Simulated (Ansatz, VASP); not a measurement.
AlN in VASP and in Ansatz

Contents of POSCAR:

```
AlN
1.0
    0.0000000000      2.1839935596      2.1839935596
    2.1839935596      0.0000000000      2.1839935596
    2.1839935596      2.1839935596      0.0000000000
Al N
1 1
Direct
    0.0099133237      0.0099133237      0.0099133237
    0.7500000000      0.7500000000      0.7500000000
```

Contents of INCAR.step1:

```
SYSTEM = AlN
PREC = Accurate ; ENCUT = 520
ISMEAR = 0 ; SIGMA = 0.05
LREAL = .False. ; LASPH = .True.
NELM = 60 ; NBANDS = 11
GGA = PE ; ALGO = Normal
EDIFF = 1E-4 ; LWAVE = .True.
LCHARG = .False.
```

The input INCAR.step2:

```
SYSTEM = AlN
PREC = Accurate ; ENCUT = 520
EDIFF = 1E-6 ; ISMEAR = 0
SIGMA = 0.05 ; LREAL = .False.
LASPH = .True. ; NELM = 60
ALGO = Normal ; ISIF = 2
LWAVE = .False. ; LCHARG = .False.
METAGGA = R2SCAN ; LMIXTAU = .True.
NBANDS = 11 ; ISTART = 1
```

KPOINTS

```
Automatic mesh
0
Gamma
  10 10 10
  0 0 0
```

Input for Ansatz:

```yaml
crystal:
  lattice:
    - [0.0, 2.1839935596, 2.1839935596]
    - [2.1839935596, 0.0, 2.1839935596]
    - [2.1839935596, 2.1839935596, 0.0]
  atoms:
    - { symbol: Al, position: [0.0099133237, 0.0099133237, 0.0099133237] }
    - { symbol: "N", position: [0.75, 0.75, 0.75] }
basis:
  ecutwfc: 500
kpoints:
  mp_grid: { grid: [10, 10, 10] }
hamiltonian:
  xc: r2scan
scf:
  occupations: { method: gaussian, width: 0.05 }
output:
  forces: true
  stress: true
  eigenvalues: true
```

Change from the starting cell: all Al atoms moved -0.075 Å, as atom 1 towards its neighbour atom 2 (N) at 1.891 Å.

Alike in both runs: task single point; functional r2SCAN; k mesh 10 × 10 × 10; occupations gaussian, width 0.05 eV; no spin polarisation.

|  | VASP | Ansatz |
| --- | --- | --- |
| version | VASP 6.6.1 | Ansatz 0.2.0 |
| potentials or method | VASP PAW PBE potentials, release 64 (Al, N), cutoff 520 eV | scalar-relativistic, plane waves, PAW |
| valence electrons in the cell | 8 | 8 |

Ansatz gave:

```
gap on the k mesh at the Fermi level (eV)                     : 3.71
least direct gap on the mesh (eV)                             : 4.61
pressure (GPa)                                                : 0.9
traceless stress, the component that is largest in VASP (GPa) : -2.39
rms of the force components (eV/Å)                            : 0.542
```

Problem. Estimate VASP's values.

Solution. gap on the k mesh at the Fermi level (eV): 3.70; least direct gap on the mesh (eV): 4.65; pressure (GPa): 0.5; traceless stress, the component that is largest in VASP (GPa): -2.43; rms of the force components (eV/Å): 0.547.

VASP's potentials were made for PBE, not for r2SCAN. Atom by atom the forces differ by 0.004 eV/Å (rms over components).
